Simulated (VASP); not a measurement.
Input of a VASP 6.6.1 run:

INCAR

```
PREC = Accurate
ENCUT = 520
EDIFF = 1E-6
ISMEAR = -1
SIGMA = 0.05
LREAL = Auto
LASPH = True
NELM = 120
ALGO = Normal
ISIF = 2
LWAVE = False
LCHARG = True
GGA = PE
LELF = True
LVHAR = True
ISYM = -1
NBANDS = 72
GGA_COMPAT = False
```

KPOINTS

```
explicit points
1
Reciprocal
  0.25000000   0.25000000   0.25000000 1
```

File POSCAR:

```
SiO2
1.0
    6.6428910000     -0.3072380000     -0.0953950000
   -0.3072380000      7.1979710000     -0.1658230000
   -0.0953950000     -0.1658230000      6.9363230000
Si O
7 14
Direct
    0.6522759524      0.2902889807      0.2702683330
    0.2980812248      0.4451003851      0.0145744856
    0.7828122915      0.7120768545      0.3561681166
    0.0833069066      0.1619666091      0.6890654964
    0.6396196336      0.0514112041      0.6229889633
    0.0754139317      0.1491135118      0.2364190021
    0.3048727879      0.9029794961      0.9181097980
    0.1091919200      0.9439594779      0.7718412992
    0.2218199611      0.3251410812      0.8083351056
    0.9223459969      0.8159069093      0.2139662942
    0.3176963326      0.6752004605     -0.0336928647
    0.2523459299      1.0212818449      0.1321339216
    0.5429896558      0.1756938472      0.4431602420
    0.8399925314      0.1841069221      0.7007933814
    0.1387093265      0.1557790322      0.4659436884
    0.5098958253      0.3682642738      0.0908811771
    0.1321871437      0.3725479208      0.1637602526
    0.6721070112      0.8374770716      0.5310533562
    0.8308187335      0.1611055395      0.1911792396
    0.5122829200      0.0030372143      0.8236432861
    0.7366121689      0.4917490232      0.3705997279
```

Potentials or basis: VASP PAW PBE potentials, release 64 (Si, O).

Run with:

```bash
$ cat potpaw_PBE.64/Si/POTCAR potpaw_PBE.64/O/POTCAR > POTCAR
$ mpirun -np 1 vasp_std > vasp.out
```

Q: What does it give for the pressure?

A: -6.8 GPa.

Q: Estimate the largest force.

A: 2.125 eV/Å.

Stress tensor (GPa, compression positive):
```
 -2.34   3.55   0.25
  3.55 -11.87   1.75
  0.25   1.75  -6.28
```

Caveat: the atoms stand as in a frame of molecular dynamics.
